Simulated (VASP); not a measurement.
# PtS2 (P-3m1) in VASP: a series of runs, part 3 of 3

VASP 6.6.1.

**4. Single point, r2SCAN (epitaxial xy strain +2.0%)**

POSCAR

```
PtS2
1.0
    3.6236944115      0.0000000000      0.0000000000
   -1.8118472058      3.1382114159      0.0000000000
    0.0000000000      0.0000000000      4.9132539874
Pt S
1 2
Direct
    0.0000000000      0.0000000000      0.0000000000
    0.3333333333      0.6666666667      0.2416455038
    0.6666666667      0.3333333333      0.7583544962
```

INCAR.step1

```
ALGO = Normal ; EDIFF = 1E-4
ENCUT = 520 ; GGA = PE
ISMEAR = 0 ; LASPH = True
LCHARG = False ; LREAL = False
LWAVE = True ; NBANDS = 18
NELM = 100 ; PREC = Accurate
SIGMA = 0.01
```

INCAR.step2

```
ALGO = Normal ; EDIFF = 1E-6
ENCUT = 520 ; ISIF = 2
ISMEAR = 0 ; ISTART = 1
LASPH = True ; LCHARG = False
LMIXTAU = True ; LREAL = False
LWAVE = False ; METAGGA = R2SCAN
NBANDS = 18 ; NELM = 100
PREC = Accurate ; SIGMA = 0.01
```

KPOINTS

```
k-points
0
Gamma
  12 12 6
```

Potentials or basis: VASP PAW PBE potentials, release 64 (Pt, S).

The run is started by

```sh
$ cat potpaw_PBE.64/Pt/POTCAR potpaw_PBE.64/S/POTCAR > POTCAR
$ cp INCAR.step1 INCAR
$ mpirun -np 1 vasp_std > vasp.out
$ cp INCAR.step2 INCAR
$ mpirun -np 1 vasp_std > vasp.out
```

OUTCAR:

```text
EDIFF = 1E-6
   ENCUT = 520
   ISIF = 2
   ISMEAR = 0
   ISTART = 1
   LASPH = True
   LREAL = False
   METAGGA = R2SCAN
   NELM = 100
   PREC = Accurate

 ion  position               nearest neighbor table
   1  0.000  0.000  0.000-   2 2.41   3 2.41   3 2.41   2 2.41   3 2.41   2 2.41
   2  0.333  0.667  0.242-   1 2.41   1 2.41   1 2.41
   3  0.667  0.333  0.758-   1 2.41   1 2.41   1 2.41

  LATTYP: Found a hexagonal cell.
 ALAT       =     3.6236944115
 C/A-ratio  =     1.3558687432

  Lattice vectors:

 A1 = (   3.6236944115,   0.0000000000,   0.0000000000)
 A2 = (  -1.8118472058,   3.1382114159,   0.0000000000)
 A3 = (   0.0000000000,   0.0000000000,   4.9132539874)

Analysis of symmetry for initial positions (statically):
=====================================================================
 Subroutine PRICEL returns:
 Original cell was already a primitive cell.

 Routine SETGRP: Setting up the symmetry group for a
 hexagonal supercell.

 Subroutine GETGRP returns: Found 12 space group operations
 (whereof 12 operations were pure point group operations)
 out of a pool of 24 trial point group operations.

The static configuration has the point symmetry D_3d.

Analysis of symmetry for dynamics (positions and initial velocities):
=====================================================================
 Subroutine PRICEL returns:
 Original cell was already a primitive cell.

 Routine SETGRP: Setting up the symmetry group for a
 hexagonal supercell.

 Subroutine GETGRP returns: Found 12 space group operations
 (whereof 12 operations were pure point group operations)
 out of a pool of 24 trial point group operations.

The dynamic configuration has the point symmetry D_3d.

 Subroutine INISYM returns: Found 12 space group operations
 (whereof 12 operations are pure point group operations),
 and found     1 'primitive' translations

----------------------------------------------------------------------------------------

                                     Primitive cell

  volume of cell :      55.8731

  direct lattice vectors                    reciprocal lattice vectors
     3.623694411  0.000000000  0.000000000     0.275961460  0.159326423  0.000000000
    -1.811847206  3.138211416  0.000000000     0.000000000  0.318652846  0.000000000
     0.000000000  0.000000000  4.913253987     0.000000000  0.000000000  0.203531102

  length of vectors
     3.623694411  3.623694412  4.913253987     0.318652846  0.318652846  0.203531102

  position of ions in fractional coordinates (direct lattice)
     0.000000000  0.000000000  0.000000000
     0.333333333  0.666666667  0.241645504
     0.666666667  0.333333333  0.758354496

  ion indices of the primitive-cell ions
   primitive index   ion index
                 1           1
                 2           2
                 3           3

----------------------------------------------------------------------------------------

 KPOINTS: k-points

Automatic generation of k-mesh.
 Grid dimensions read from file:
 generate k-points for:   12   12    6

 Generating k-lattice:

  Cartesian coordinates                     Fractional coordinates (reciprocal lattice)
     0.022996788  0.013277202  0.000000000     0.083333333  0.000000000  0.000000000
     0.000000000  0.026554404  0.000000000     0.000000000  0.083333333  0.000000000
     0.000000000  0.000000000  0.033921850     0.000000000  0.000000000  0.166666667

  Length of vectors
     0.026554404  0.026554404  0.033921850

  Shift w.r.t. Gamma in fractional coordinates (k-lattice)
     0.000000000  0.000000000  0.000000000

 Subroutine IBZKPT returns following result:
 ===========================================

 Found    100 irreducible k-points:

 Following reciprocal coordinates:
            Coordinates               Weight
  0.000000  0.000000  0.000000      1.000000
  0.083333  0.000000  0.000000      6.000000
  0.166667  0.000000  0.000000      6.000000
  0.250000  0.000000  0.000000      6.000000
  0.333333  0.000000  0.000000      6.000000
  0.416667  0.000000  0.000000      6.000000
[... 16 lines left out ...]
  0.166667  0.000000  0.166667      6.000000
  0.000000  0.166667  0.166667      6.000000
 [... further k-points ...]
   k-points           NKPTS =    100   k-points in BZ     NKDIM =    100   number of bands    NBANDS=     18
   number of dos      NEDOS =    301   number of ions     NIONS =      3
   total plane-waves  NPLWV =  31360
   dimension x,y,z NGX =    28 NGY =   28 NGZ =   40
   dimension x,y,z NGXF=    56 NGYF=   56 NGZF=   80
   ions per type =               1   2
   NGX,Y,Z   is equivalent  to a cutoff of  12.85, 12.85, 13.53 a.u.
   NGXF,Y,Z  is equivalent  to a cutoff of  25.69, 25.69, 27.07 a.u.
 SYSTEM =  unknown system
   PREC   = accura    normal or accurate (medium, high low for compatibility)
   ISTART =      1    job   : 0-new  1-cont  2-samecut
   ICHARG =      0    charge: 1-file 2-atom 10-const
   ISPIN  =      1    spin polarized calculation?
   LNONCOLLINEAR =      F non collinear calculations
   LSORBIT =      F    spin-orbit coupling
   LASPH  =      T    aspherical Exc in radial PAW
   ENCUT  =  520.0 eV  38.22 Ry    6.18 a.u.   6.74  6.74  9.14*2*pi/ulx,y,z
   NELM   =    100;   NELMIN=  2; NELMDL=  0     # of ELM steps
   EDIFF  = 0.1E-05   stopping-criterion for ELM
   LREAL  =      F    real-space projection
   EDIFFG = 0.1E-04   stopping-criterion for IOM
   NSW    =      0    number of steps for IOM
   IBRION =     -1    ionic relax: 0-MD 1-quasi-New 2-CG
   NFREE  =      0    steps in history (QN), initial steepest desc. (CG)
   ISIF   =      2    stress and relaxation
   ISYM   =      2    0-nonsym 1-usesym 2-fastsym
   POTIM  = 0.5000    time-step for ionic-motion
   TEBEG  =    0.0;   TEEND  =   0.0 temperature during run
   PSTRESS=    0.0 pullay stress
   NELECT =      22.0000    total number of electrons
   NUPDOWN=      -1.0000    fix difference up-down
   EMIN   =  10.00;   EMAX   =-10.00  energy-range for DOS
   EFERMI =   0.00;   METHOD = LEGACY
   ISMEAR =     0;   SIGMA  =   0.01  broadening in eV -4-tet -1-fermi 0-gaus
   EFERMI_NEDOS =   21; number of points for ismear=-14 and -15
   IALGO  =     38    algorithm
   IMIX   =      4    mixing-type and parameters
     AMIX     =   0.40;   BMIX     =  1.00
     AMIX_MAG =   1.60;   BMIX_MAG =  1.00
  volume/ion in A,a.u.               =      18.62       125.68
  Fermi-wavevector in a.u.,A,eV,Ry     =   1.199908  2.267498 19.589396  1.439780
  Thomas-Fermi vector in A             =   2.335758
   LORBIT       =      0    0 simple, 1 ext, 2 COOP (PROOUT), +10 PAW based schemes
   METAGGA = R2SCAN    functional components
   LHFCALC =     F    Hartree Fock is set to
   AEXX    =    0.0000 exact exchange contribution
   IVDW    =     0    specifies the selected vdW correction
   LEPSILON=     F    determine dielectric tensor
   LRPA    =     F    only Hartree local field effects (RPA)
 non-spin polarized calculation
 Gauss-broadening in eV      SIGMA  =   0.01
  energy-cutoff  :      520.00
  volume of cell :       55.87
 maximum number of plane-waves:      1530
 NGX is ok and might be reduce to    28
   NGX = 13   NGY = 13   NGZ = 19

 number of electron      22.0000000 magnetization

 Free energy of the ion-electron system (eV)
  ---------------------------------------------------
  ext. energy  EPLUGINS =         0.00000000
  ---------------------------------------------------
  free energy    TOTEN  =       -68.81802997 eV

  energy without entropy =      -68.81802997  energy(sigma->0) =      -68.81802997

 E-fermi :   6.5301     XC(G=0): -11.2662

 val. band max:        6.4526253300   @ k =   0.0000   0.0000   0.0000
 cond. band min:       7.0823448748   @ k =  -0.0833   0.3333   0.3333
 fundamental gap:      0.6297195448
 Fermi energy:         6.5301457201

 k-point     1 :       0.0000    0.0000    0.0000
  band No.  band energies     occupation
      1      -9.4813      2.00000
      2      -6.3750      2.00000
      3      -0.6545      2.00000
      4      -0.4637      2.00000
      5      -0.4637      2.00000
      6       2.4151      2.00000
[... 10 lines left out ...]
     17      14.6091      0.00000
     18      19.5359      0.00000
[... 466 lines left out ...]
      2      -6.7384      2.00000
      3      -0.5317      2.00000
      4      -0.2589      2.00000
      5       0.3170      2.00000
      6       1.7710      2.00000
[... 10 lines left out ...]
     17      15.9936      0.00000
     18      16.1505      0.00000

 [... further k-points ...]

------------------------ aborting loop because EDIFF is reached ----------------------------------------

  FORCE on cell =-STRESS in cart. coord.  units (eV):
  Direction    XX          YY          ZZ          XY          YZ          ZX
  --------------------------------------------------------------------------------------
  -------------------------------------------------------------------------------------
  Total       -1.0976217     -1.0976217      0.4329664      0.0000000      0.0000000      0.0000000
  in kB      -31.4746044    -31.4746044     12.4154303      0.0000000      0.0000000      0.0000000
  external PRESSURE =     -16.8445929 kB  Pullay stress =       0.0000000 kB

 VOLUME and BASIS-vectors are now :
 -----------------------------------------------------------------------------
  energy-cutoff  :      520.00
  volume of cell :       55.87
      direct lattice vectors                 reciprocal lattice vectors
     3.623694411  0.000000000  0.000000000     0.275961460  0.159326423  0.000000000
    -1.811847206  3.138211416  0.000000000     0.000000000  0.318652846  0.000000000
     0.000000000  0.000000000  4.913253987     0.000000000  0.000000000  0.203531102

 POSITION                                       TOTAL-FORCE (eV/Angst)
 -----------------------------------------------------------------------------------
      0.00000      0.00000      0.00000         0.000000      0.000000      0.000000
     -0.00000      2.09214      1.18727        -0.000000      0.000000     -0.049661
      1.81185      1.04607      3.72599        -0.000000     -0.000000      0.049661
 -----------------------------------------------------------------------------------
    total drift:                               -0.000000      0.000000     -0.000000

  FREE ENERGIE OF THE ION-ELECTRON SYSTEM (eV)
  ---------------------------------------------------
  free  energy   TOTEN  =       -68.8180299672 eV

  energy  without entropy=      -68.8180299672  energy(sigma->0) =      -68.81802997
```

Run time: 7 min. Hardware: 1 thread of Intel Xeon 8259CL, shared host; peak memory 0.25 GiB.

Results:

```yaml
Free_energy: -68.8180 eV
Pressure: -1.7 GPa
Largest_force: 0.050 eV/Å
Band_gap_on_the_k_mesh: 0.63 eV (least direct gap 1.12 eV)
```

Forces on the atoms (eV/Å):
```
Pt   0.000  0.000  0.000
S    0.000  0.000 -0.050
S    0.000  0.000  0.050
```

Levels at points of the mesh, in eV from the valence-band top:
```tsv
k point	band 9	band 10	band 11	band 12	band 13	band 14
(0.00, 0.00, 0.00)	-1.38	-1.38	0.00	1.90	1.90	4.73
(0.50, 0.00, 0.00)	-3.40	-3.37	-2.64	1.32	2.55	5.55
(0.00, 0.00, 0.50)	-1.68	-1.68	-1.26	2.57	2.57	5.87
(0.50, 0.00, 0.50)	-3.12	-2.99	-1.42	1.54	1.96	5.45
```

Caveat: the cell differs from its parent crystal (epitaxial xy strain +2.0%); the PAW data sets were made with another functional, which shifts forces and pressure a little; spin-orbit coupling is left out, which moves the levels of the heavy elements.

**5. Summary**

| level | cell | smearing | gap on the mesh (eV) | pressure (GPa) | largest force (eV/Å) |
| --- | --- | --- | --- | --- | --- |
| PBE | a = 3.730, b = 3.730, c = 5.379 Å, angles 90.0, 90.0, 120.0°, 3 atoms, atomic positions A | fermi-dirac 0.02 eV | 0.84 | -5.1 | 0.05 |
| r2SCAN | a = 3.553, b = 3.553, c = 5.123 Å, angles 90.0, 90.0, 120.0°, 3 atoms, atomic positions B | gaussian 0.01 eV | 0.87 | 1.2 | 0.05 |
| r2SCAN | a = 3.624, b = 3.624, c = 4.913 Å, angles 90.0, 90.0, 120.0°, 3 atoms, atomic positions C | gaussian 0.01 eV | 0.63 | -1.7 | 0.05 |

Alike in all rows: task single point; potentials or basis VASP PAW PBE potentials, release 64 (Pt, S); no spin polarisation; k mesh 12 × 12 × 6; cutoff (eV) 520.

Caveats: spin-orbit coupling is left out, which moves the levels of the heavy elements; the PAW data sets were made with another functional, which shifts forces and pressure a little (at least some runs); the cell stands under tension (at least some runs); this functional lacks dispersion, which binds the layers, so the pressure and a relaxed spacing across them are unreliable (at least some runs).

Absolute energies hang on the potentials; compare differences alone.
